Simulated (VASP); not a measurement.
Here is a VASP 6.6.1 calculation.

File INCAR:

```
PREC     = Accurate       # precision mode
ENCUT    = 500            # plane-wave cutoff, eV
EDIFF    = 1E-6           # SCF threshold, eV
ISMEAR   = 0              # smearing method
SIGMA    = 0.05           # smearing width, eV
LREAL    = F              # projectors in reciprocal space
LASPH    = T              # aspherical terms in the spheres
NELM     = 120            # most SCF steps
ALGO     = Normal         # electronic algorithm
ISIF     = 2              # what is computed and relaxed
LWAVE    = F              # write WAVECAR
LCHARG   = F              # write CHGCAR
GGA      = RP             # functional
NBANDS   = 16             # bands
GGA_COMPAT= F
```

File KPOINTS:

```
regular mesh
0
Gamma
  8 8 8
```

File POSCAR:

```
HgS
1.0
    0.0000000000      3.0782939643      3.0782939643
    3.0782939643      0.0000000000      3.0782939643
    3.0782939643      3.0782939643      0.0000000000
Hg S
1 1
Direct
    0.0000000000      0.0000000000      0.0000000000
    0.7500000000      0.7500000000      0.7500000000
```

Potentials or basis: VASP PAW PBE potentials, release 64 (Hg, S).

Launch:

```bash
$ cat potpaw_PBE.64/Hg/POTCAR potpaw_PBE.64/S/POTCAR > POTCAR
$ mpirun -np 1 vasp_std > vasp.out
```

Predict the pressure.

-1.4 GPa.

What does it give for the band gap on the k mesh?

Zero (filled and empty bands touch).

Caveat: the PAW data sets were made with another functional, which shifts forces and pressure a little; spin-orbit coupling is left out, which moves the levels of the heavy elements.
